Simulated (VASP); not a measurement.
NaI:

```
Na I
1.0
     6.13515   -2.16353    0.00000
     6.13515    2.16353    0.00000
    -1.81455    0.00000    5.02419
Na I
2 2
Cartesian
  -0.3578 0.0000 4.7889
  10.8135 0.0000 0.2353
  3.5598 0.0000 1.6632
  6.8959 0.0000 3.3610
```

* Program: VASP 6.6.1
* Task: relaxation of cell and atoms
* Functional: PBEsol
* Potentials or basis: VASP PAW PBE potentials, release 64 (Na_pv, I)
* Cutoff: 600 eV
* k mesh: 6 × 6 × 4
* Occupations: fermi-dirac, width 0.03 eV
* Spin: no spin polarisation

At the start: pressure 4.4 GPa; volume 33.34 Å³/atom.

Problem. How do energy, volume and symmetry change on relaxing?

Solution. Over 37 steps the energy falls by 401.3 meV/atom and the volume is 35.02 Å³/atom (+5.0 %); space group C2/m (No. 12, to 0.1 Å) before, Cmcm (No. 63, to 0.1 Å).

Step by step:
```csv
step,energy change (eV),largest force (eV/Å),pressure (GPa),volume (Å³)
1,0.0000,0.8026,4.42,133.38
2,-0.3809,0.4961,1.03,151.87
3,-0.4352,0.6447,0.00,161.30
4,-0.4394,0.6877,-0.30,164.71
5,-0.5429,0.5866,-0.30,166.23
6,-0.7864,0.3781,-0.24,169.92
7,-0.9885,0.5533,0.32,173.31
8,-1.0939,0.3028,-0.66,182.31
9,-1.1013,0.2770,-0.90,185.35
10,-1.2114,0.2549,-0.81,178.86
11,-1.3888,0.2822,-0.08,159.09
12,-1.4915,0.2263,-0.02,155.69
13,-1.5442,0.1274,0.22,151.37
14,-1.5598,0.1152,-0.23,155.24
15,-1.5599,0.1152,-0.21,155.01
16,-1.5680,0.1222,0.05,152.22
17,-1.5688,0.1281,0.18,150.88
18,-1.5753,0.0929,0.10,151.29
19,-1.5821,0.0838,-0.06,152.22
20,-1.5823,0.0853,-0.10,152.36
21,-1.5865,0.0632,-0.02,150.81
22,-1.5881,0.0656,0.06,149.12
23,-1.5902,0.0476,-0.10,149.61
24,-1.5904,0.0403,-0.19,149.87
25,-1.5916,0.0393,-0.18,149.32
26,-1.5947,0.0443,-0.17,147.65
27,-1.5993,0.0612,-0.12,144.32
28,-1.5938,0.1291,0.10,137.63
29,-1.6001,0.0686,-0.08,142.93
30,-1.6003,0.0734,-0.06,141.99
31,-1.6030,0.0531,0.03,140.52
32,-1.6038,0.0315,0.13,138.96
33,-1.6044,0.0240,-0.05,140.15
34,-1.6045,0.0184,0.00,139.84
35,-1.6049,0.0159,0.00,139.88
36,-1.6050,0.0139,0.01,139.92
37,-1.6051,0.0080,-0.01,140.08
```

Final structure:
```
Na I
1.0
     8.38671   -2.18114   -0.10910
     8.38671    2.18114   -0.10910
    -2.40925    0.00000    3.86015
Na I
2 2
Direct
  0.14678 0.14678 0.04192
  0.85322 0.85322 0.95808
  0.37037 0.37037 0.49219
  0.62963 0.62963 0.50781
```

Caveat: a cell axis changed by over 15 % at a fixed basis, so the end point is rough; the PAW data sets were made with another functional, which shifts forces and pressure a little.
